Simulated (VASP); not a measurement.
**Ru: single point with PBEsol**

Ru:

```
CELL_PARAMETERS angstrom
2.62229 0.00000 0.00000
-1.31114 2.27097 0.00000
0.00000 0.00000 4.25192
ATOMIC_POSITIONS crystal
Ru 0.33333 0.66667 0.25000
Ru 0.66667 0.33333 0.75000
```

This cell differs from its parent crystal: strain -0.025 along x and y, +0.000 along z.

```
Program                : VASP 6.6.1
Task                   : single point
Functional             : PBEsol
Potentials or basis    : VASP PAW PBE potentials, release 64 (Ru_pv)
Cutoff                 : 520 eV
k mesh                 : 24 × 24 × 14
Occupations            : gaussian, width 0.15 eV
Spin                   : no spin polarisation
Dipole correction      : no
Further INCAR settings : ALGO = Fast; EDIFF = 1e-07; NBANDS = 21
```

* Pressure: 19.9 GPa
* Band gap on the k mesh: zero (bands 14 and 15 overlap by 3.68 eV)

Stress tensor (GPa, compression positive):
```
24.64  0.00  0.00
 0.00 24.64  0.00
 0.00  0.00 10.34
```

Levels at points of the mesh, in eV from the Fermi level:
```tsv
k point	band 12	band 13	band 14	band 15	band 16	band 17
(0.00, 0.00, 0.00)	-2.18	-2.18	-1.34	-1.34	1.03	1.32
(0.50, 0.00, 0.00)	-1.86	-1.82	1.78	2.05	2.19	4.51
(0.00, 0.00, 0.50)	-3.00	-3.00	-3.00	0.61	0.61	0.61
(0.50, 0.00, 0.50)	-1.09	0.48	0.48	2.03	2.03	3.67
```

It took 5.2 min on 1 thread of Intel Xeon 8259CL, with other jobs on the host, peak memory 0.3 GiB.

Caveat: the cell differs from its parent crystal (strain -0.025 along x and y, +0.000 along z); the stress differs along the axes, from 10 to 25 GPa; the PAW data sets were made with another functional, which shifts forces and pressure a little.
